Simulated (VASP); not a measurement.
# As (P6/mmm) in VASP: notebook, part 2 of 2

VASP 6.6.1. The steps go on from the part before.

## (3) Density of states, PBE (volume scaled by 0.88)

POSCAR

```
As
1.0
    4.6578764910      0.0000000000      0.0000000000
   -2.3289382455      4.0338393689      0.0000000000
    0.0000000000      0.0000000000      2.7096691590
As
3
Direct
    0.0000000000      0.0000000000      0.0000000000
    0.3333333333      0.6666666667      0.5000000000
    0.6666666667      0.3333333333      0.5000000000
```

INCAR.step1

```
  ALGO = Normal
  EDIFF = 1E-7
  ENCUT = 520
  GGA = PE
  ISIF = 2
  ISMEAR = -1
  LASPH = True
  LCHARG = True
  LREAL = False
  LWAVE = False
  NBANDS = 14
  NELM = 60
  PREC = Accurate
  SIGMA = 0.1
```

KPOINTS.step1

```
k-points
0
Gamma
  8 8 10
```

INCAR.step2

```
  ALGO = Normal
  EDIFF = 1E-7
  ENCUT = 520
  GGA = PE
  ICHARG = 11
  ISIF = 2
  ISMEAR = -5
  LASPH = True
  LCHARG = False
  LORBIT = 10
  LREAL = False
  LWAVE = False
  NBANDS = 14
  NEDOS = 1001
  NELM = 60
  PREC = Accurate
  SIGMA = 0.1
```

KPOINTS.step2

```
k-points
0
Gamma
  12 12 15
```

Potentials or basis: VASP PAW PBE potentials, release 64 (As).

Started as:

```console
> cat potpaw_PBE.64/As/POTCAR > POTCAR
> cp INCAR.step1 INCAR
> cp KPOINTS.step1 KPOINTS
> mpirun -np 1 vasp_std > vasp.out
> cp INCAR.step2 INCAR
> cp KPOINTS.step2 KPOINTS
> mpirun -np 1 vasp_std > vasp.out
```

OUTCAR:

```text
EDIFF = 1E-7
   ENCUT = 520
   GGA = PE
   ICHARG = 11
   ISIF = 2
   ISMEAR = -5
   LASPH = True
   LORBIT = 10
   LREAL = False
   NELM = 60
   PREC = Accurate

 ion  position               nearest neighbor table
   1  0.000  0.000  0.000-
   2  0.333  0.667  0.500-   3 2.69   3 2.69   3 2.69
   3  0.667  0.333  0.500-   2 2.69   2 2.69   2 2.69

  LATTYP: Found a hexagonal cell.
 ALAT       =     4.6578764910
 C/A-ratio  =     0.5817391604

  Lattice vectors:

 A1 = (   4.6578764910,   0.0000000000,   0.0000000000)
 A2 = (  -2.3289382455,   4.0338393689,   0.0000000000)
 A3 = (   0.0000000000,   0.0000000000,   2.7096691590)

Analysis of symmetry for initial positions (statically):
=====================================================================
 Subroutine PRICEL returns:
 Original cell was already a primitive cell.

 Routine SETGRP: Setting up the symmetry group for a
 hexagonal supercell.

 Subroutine GETGRP returns: Found 24 space group operations
 (whereof 24 operations were pure point group operations)
 out of a pool of 24 trial point group operations.

The static configuration has the point symmetry D_6h.

Analysis of symmetry for dynamics (positions and initial velocities):
=====================================================================
 Subroutine PRICEL returns:
 Original cell was already a primitive cell.

 Routine SETGRP: Setting up the symmetry group for a
 hexagonal supercell.

 Subroutine GETGRP returns: Found 24 space group operations
 (whereof 24 operations were pure point group operations)
 out of a pool of 24 trial point group operations.

The dynamic configuration has the point symmetry D_6h.

 Subroutine INISYM returns: Found 24 space group operations
 (whereof 24 operations are pure point group operations),
 and found     1 'primitive' translations

----------------------------------------------------------------------------------------

                                     Primitive cell

  volume of cell :      50.9123

  direct lattice vectors                    reciprocal lattice vectors
     4.657876491  0.000000000  0.000000000     0.214690107  0.123951391  0.000000000
    -2.328938245  4.033839369  0.000000000     0.000000000  0.247902782  0.000000000
     0.000000000  0.000000000  2.709669159     0.000000000  0.000000000  0.369048744

  length of vectors
     4.657876491  4.657876491  2.709669159     0.247902782  0.247902782  0.369048744

  position of ions in fractional coordinates (direct lattice)
     0.000000000  0.000000000  0.000000000
     0.333333333  0.666666667  0.500000000
     0.666666667  0.333333333  0.500000000

  ion indices of the primitive-cell ions
   primitive index   ion index
                 1           1
                 2           2
                 3           3

----------------------------------------------------------------------------------------

 KPOINTS: k-points
[... 50 lines left out ...]
  0.333333 -0.000000  0.066667     12.000000
 [... further k-points ...]
   k-points           NKPTS =    152   k-points in BZ     NKDIM =    152   number of bands    NBANDS=     14
   number of dos      NEDOS =   1001   number of ions     NIONS =      3
   total plane-waves  NPLWV =  25920
   dimension x,y,z NGX =    36 NGY =   36 NGZ =   20
   dimension x,y,z NGXF=    72 NGYF=   72 NGZF=   40
   ions per type =               3
   NGX,Y,Z   is equivalent  to a cutoff of  12.85, 12.85, 12.27 a.u.
   NGXF,Y,Z  is equivalent  to a cutoff of  25.70, 25.70, 24.54 a.u.
 SYSTEM =  unknown system
   PREC   = accura    normal or accurate (medium, high low for compatibility)
   ISTART =      0    job   : 0-new  1-cont  2-samecut
   ICHARG =     11    charge: 1-file 2-atom 10-const
   ISPIN  =      1    spin polarized calculation?
   LNONCOLLINEAR =      F non collinear calculations
   LSORBIT =      F    spin-orbit coupling
   LASPH  =      T    aspherical Exc in radial PAW
   ENCUT  =  520.0 eV  38.22 Ry    6.18 a.u.   8.66  8.66  5.04*2*pi/ulx,y,z
   NELM   =     60;   NELMIN=  2; NELMDL=  0     # of ELM steps
   EDIFF  = 0.1E-06   stopping-criterion for ELM
   LREAL  =      F    real-space projection
   EDIFFG = 0.1E-05   stopping-criterion for IOM
   NSW    =      0    number of steps for IOM
   IBRION =     -1    ionic relax: 0-MD 1-quasi-New 2-CG
   NFREE  =      0    steps in history (QN), initial steepest desc. (CG)
   ISIF   =      2    stress and relaxation
   ISYM   =      2    0-nonsym 1-usesym 2-fastsym
   POTIM  = 0.5000    time-step for ionic-motion
   TEBEG  =    0.0;   TEEND  =   0.0 temperature during run
   PSTRESS=    0.0 pullay stress
   NELECT =      15.0000    total number of electrons
   NUPDOWN=      -1.0000    fix difference up-down
   EMIN   =  10.00;   EMAX   =-10.00  energy-range for DOS
   EFERMI =   0.00;   METHOD = LEGACY
   ISMEAR =    -5;   SIGMA  =   0.10  broadening in eV -4-tet -1-fermi 0-gaus
   EFERMI_NEDOS =   21; number of points for ismear=-14 and -15
   IALGO  =     38    algorithm
   IMIX   =      4    mixing-type and parameters
     AMIX     =   0.40;   BMIX     =  1.00
     AMIX_MAG =   1.60;   BMIX_MAG =  1.00
  volume/ion in A,a.u.               =      16.97       114.52
  Fermi-wavevector in a.u.,A,eV,Ry     =   1.089342  2.058558 16.145575  1.186666
  Thomas-Fermi vector in A             =   2.225543
   LORBIT       =     10    0 simple, 1 ext, 2 COOP (PROOUT), +10 PAW based schemes
   GGA     = PE    functional components
   LHFCALC =     F    Hartree Fock is set to
   AEXX    =    0.0000 exact exchange contribution
   IVDW    =     0    specifies the selected vdW correction
   LEPSILON=     F    determine dielectric tensor
   LRPA    =     F    only Hartree local field effects (RPA)
 non-spin polarized calculation
 Fermi weights with tetrahedron method with Bloechl corrections
  energy-cutoff  :      520.00
  volume of cell :       50.91
 maximum number of plane-waves:      1397
 NGX is ok and might be reduce to    36

 number of electron      15.0000003 magnetization

 Free energy of the ion-electron system (eV)
  ---------------------------------------------------
  ext. energy  EPLUGINS =         0.00000000
  ---------------------------------------------------
  free energy    TOTEN  =       -12.42336449 eV

  energy without entropy =      -12.42336449  energy(sigma->0) =      -12.42336449

 E-fermi :   7.8134     XC(G=0): -11.2770

 val. band max:        8.1138260236   @ k =   0.5000   0.0000   0.2667
 cond. band min:       7.6375632662   @ k =   0.3333   0.2500   0.2667
 fundamental gap:     -0.4762627575
 Fermi energy:         7.8134303372

 k-point     1 :       0.0000    0.0000    0.0000
  band No.  band energies     occupation
      1      -8.3589      2.00000
      2      -2.0182      2.00000
      3      -1.8500      2.00000
      4       2.5064      2.00000
      5       2.5065      2.00000
      6       2.7960      2.00000
      7       2.7960      2.00000
      8      10.6840      0.00000
      9      14.3984      0.00000
     10      14.3984      0.00000
     11      15.2304      0.00000
     12      15.5117      0.00000
     13      15.5438      0.00000
     14      20.9176      0.00000
[... 377 lines left out ...]
      1      -7.2930      2.00000
      2      -4.4785      2.00000
      3      -2.8148      2.00000
      4       0.7010      2.00000
      5       4.2482      2.00000
      6       6.6297      2.05960
      7       8.2653      0.26138
      8       9.6565      0.00000
      9      10.5876      0.00000
     10      11.6896      0.00000
     11      13.0308      0.00000
     12      14.0610      0.00000
     13      17.2328      0.00000
     14      18.4160      0.00000

 [... further k-points ...]
[... 5 lines left out ...]
  --------------------------------------------------------------------------------------
  -------------------------------------------------------------------------------------
  Total        4.2323791      4.2323791      4.0875099     -0.0000000      0.0000000      0.0000000
  in kB      133.1902103    133.1902103    128.6312730     -0.0000000      0.0000000      0.0000000
  external PRESSURE =     131.6705646 kB  Pullay stress =       0.0000000 kB

 VOLUME and BASIS-vectors are now :
 -----------------------------------------------------------------------------
  energy-cutoff  :      520.00
  volume of cell :       50.91
      direct lattice vectors                 reciprocal lattice vectors
     4.657876491  0.000000000  0.000000000     0.214690107  0.123951391  0.000000000
    -2.328938245  4.033839369  0.000000000     0.000000000  0.247902782  0.000000000
     0.000000000  0.000000000  2.709669159     0.000000000  0.000000000  0.369048744

 POSITION                                       TOTAL-FORCE (eV/Angst)
 -----------------------------------------------------------------------------------
      0.00000      0.00000      0.00000        -0.000000      0.000000     -0.000000
     -0.00000      2.68923      1.35483         0.000000     -0.000000      0.000000
      2.32894      1.34461      1.35483        -0.000000      0.000000     -0.000000
 -----------------------------------------------------------------------------------
    total drift:                               -0.000000      0.000000     -0.000000

  FREE ENERGIE OF THE ION-ELECTRON SYSTEM (eV)
  ---------------------------------------------------
  free  energy   TOTEN  =       -12.4233644926 eV

  energy  without entropy=      -12.4233644926  energy(sigma->0) =      -12.42336449

 total charge

# of ion       s       p       d       tot
------------------------------------------
    1        1.336   1.283   0.061   2.680
    2        1.331   1.279   0.076   2.685
    3        1.331   1.279   0.076   2.685
--------------------------------------------------
tot          3.999   3.840   0.212   8.051
```

It took 38 s on 1 thread of AMD EPYC 9R45 (Zen 5), shared host; peak memory 0.18 GiB.

What came out:

| Property | Result |
| --- | --- |
| Valence electrons inside the program's atomic spheres | As 2.68, 2.69 |

Caveat: the cell differs from its parent crystal (volume scaled by 0.88); tetrahedron occupations give inexact forces and stress in metals.

## (4) Density of states, PBE

This run uses another cell than the first one, of 19.28 Å³/atom, 2.326 times its volume.

POSCAR

```
As
1.0
    4.8616439287      0.0000000000      0.0000000000
   -2.4308219644      4.2103071464      0.0000000000
    0.0000000000      0.0000000000      2.8264625668
As
3
Direct
    0.0000000000      0.0000000000      0.0000000000
    0.3333333333      0.6666666667      0.5000000000
    0.6666666667      0.3333333333      0.5000000000
```

INCAR.step1

```
SYSTEM = As
PREC = Accurate ; ENCUT = 520
EDIFF = 1E-6 ; ISMEAR = -1
SIGMA = 0.1 ; LREAL = .FALSE.
LASPH = .TRUE. ; NELM = 60
ALGO = Normal ; ISIF = 2
LWAVE = .FALSE. ; LCHARG = .TRUE.
GGA = PE ; NBANDS = 14
```

KPOINTS.step1

```
regular mesh
0
G
  8 8 10
  0 0 0
```

INCAR.step2

```
SYSTEM = As
PREC = Accurate ; ENCUT = 520
EDIFF = 1E-6 ; ISMEAR = -5
SIGMA = 0.1 ; LREAL = .FALSE.
LASPH = .TRUE. ; NELM = 60
ALGO = Normal ; ISIF = 2
LWAVE = .FALSE. ; LCHARG = .FALSE.
GGA = PE ; LORBIT = 10
NBANDS = 14 ; NEDOS = 1001
ICHARG = 11
```

KPOINTS.step2

```
regular mesh
0
G
  12 12 15
  0 0 0
```

Potentials or basis: VASP PAW PBE potentials, release 64 (As).

Started as:

```console
> cat potpaw_PBE.64/As/POTCAR > POTCAR
> cp INCAR.step1 INCAR
> cp KPOINTS.step1 KPOINTS
> mpirun -np 1 vasp_std > vasp.out
> cp INCAR.step2 INCAR
> cp KPOINTS.step2 KPOINTS
> mpirun -np 1 vasp_std > vasp.out
```

OUTCAR:

```text
SYSTEM = As
   PREC = Accurate
   ENCUT = 520
   EDIFF = 1E-6
   ISMEAR = -5
   LREAL = .FALSE.
   LASPH = .TRUE.
   NELM = 60
   ISIF = 2
   GGA = PE
   LORBIT = 10
   ICHARG = 11

 ion  position               nearest neighbor table
   1  0.000  0.000  0.000-
   2  0.333  0.667  0.500-   3 2.81   3 2.81   3 2.81
   3  0.667  0.333  0.500-   2 2.81   2 2.81   2 2.81

  LATTYP: Found a hexagonal cell.
 ALAT       =     4.8616439287
 C/A-ratio  =     0.5813800040

  Lattice vectors:

 A1 = (   4.8616439287,   0.0000000000,   0.0000000000)
 A2 = (  -2.4308219644,   4.2103071464,   0.0000000000)
 A3 = (   0.0000000000,   0.0000000000,   2.8264625668)
[... 601 lines left out ...]
  Total       -0.0770271     -0.0770271     -0.0856774      0.0000000      0.0000000      0.0000000
  in kB       -2.1331136     -2.1331136     -2.3726656      0.0000000      0.0000000      0.0000000
  external PRESSURE =      -2.2129643 kB  Pullay stress =       0.0000000 kB

 VOLUME and BASIS-vectors are now :
 -----------------------------------------------------------------------------
  energy-cutoff  :      520.00
  volume of cell :       57.85
      direct lattice vectors                 reciprocal lattice vectors
     4.861643929  0.000000000  0.000000000     0.205691740  0.118756182  0.000000000
    -2.430821964  4.210307146  0.000000000     0.000000000  0.237512363  0.000000000
     0.000000000  0.000000000  2.826462567     0.000000000  0.000000000  0.353799131

 POSITION                                       TOTAL-FORCE (eV/Angst)
 -----------------------------------------------------------------------------------
      0.00000      0.00000      0.00000         0.000000      0.000000      0.000000
     -0.00000      2.80687      1.41323         0.000000     -0.000000      0.000000
      2.43082      1.40344      1.41323        -0.000000      0.000000      0.000000
 -----------------------------------------------------------------------------------
    total drift:                               -0.000000      0.000000     -0.000000

  FREE ENERGIE OF THE ION-ELECTRON SYSTEM (eV)
  ---------------------------------------------------
  free  energy   TOTEN  =       -12.6802352941 eV

  energy  without entropy=      -12.6802352941  energy(sigma->0) =      -12.68023529

 total charge

# of ion       s       p       d       tot
------------------------------------------
    1        1.339   1.228   0.042   2.609
    2        1.337   1.221   0.052   2.611
    3        1.337   1.221   0.052   2.611
--------------------------------------------------
tot          4.014   3.670   0.147   7.831
```

OUTCAR.step1:

```text
SYSTEM = As
   PREC = Accurate
   ENCUT = 520
   EDIFF = 1E-6
   ISMEAR = -1
   LREAL = .FALSE.
   LASPH = .TRUE.
[... 632 lines left out ...]
      0.00000      0.00000      0.00000        -0.000000      0.000000      0.000000
     -0.00000      2.80687      1.41323        -0.000000      0.000000      0.000000
      2.43082      1.40344      1.41323         0.000000     -0.000000      0.000000
 -----------------------------------------------------------------------------------
    total drift:                                0.000000      0.000000     -0.000000

  FREE ENERGIE OF THE ION-ELECTRON SYSTEM (eV)
  ---------------------------------------------------
  free  energy   TOTEN  =       -12.7213458254 eV

  energy  without entropy=      -12.6691705068  energy(sigma->0) =      -12.69525817
```

It took 41 s on 1 thread of AMD EPYC 9R45 (Zen 5), shared host; peak memory 0.21 GiB.

What came out:

| Property | Result |
| --- | --- |
| Valence electrons inside the program's atomic spheres | As 2.61 |

Levels at points of the mesh, in eV from the Fermi level:
```tsv
k point	band 4	band 5	band 6	band 7	band 8	band 9	band 10	band 11
(0.00, 0.00, 0.00)	-4.56	-4.56	-4.28	-4.28	2.56	5.54	5.54	6.50
(0.50, 0.00, 0.00)	-6.48	-1.36	-1.12	1.03	1.46	2.28	4.24	4.26
```

Caveat: tetrahedron occupations give inexact forces and stress in metals.
